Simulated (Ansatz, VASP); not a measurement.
One calculation of Ti2B3, two programs

```
Ti B
1.0
     3.62759    0.00000    0.00000
    -1.81380    3.14159    0.00000
     0.00000    0.00000    4.54471
Ti B
2 3
Direct
  0.00000 0.00000 0.00000
  0.33333 0.66667 0.50000
  0.66667 0.33333 0.19211
  0.66667 0.33333 0.80789
  0.00000 0.00000 0.50000
```

Change from the starting cell: species swapped into the Co3Ge2 type (P-6m2, No. 187).

Alike in both runs: functional PBE; k mesh 12 × 12 × 8; occupations gaussian, width 0.1 eV; no spin polarisation.

Ansatz relaxed the structure, and its values are those at the end. VASP's run is a single point on that final structure, the one shown.

```csv
,VASP,Ansatz
version,VASP 6.6.1,Ansatz 0.2.0
potentials or method,"VASP PAW PBE potentials, release 64 (Ti_sv, B), cutoff 520 eV","scalar-relativistic, plane waves, PAW"
valence electrons in the cell,33,33
```

|  | VASP | Ansatz | Ansatz less VASP |
| --- | --- | --- | --- |
| gap on the k mesh at the Fermi level (eV) | none | none | - |
| pressure (GPa) | 0.0 | 0.0 | -0.02 |
| rms of the force components (eV/Å) | 0.005 | 0.000 | -0.0045 |

A gap of «none» marks a metal or a gap that the smearing closes.
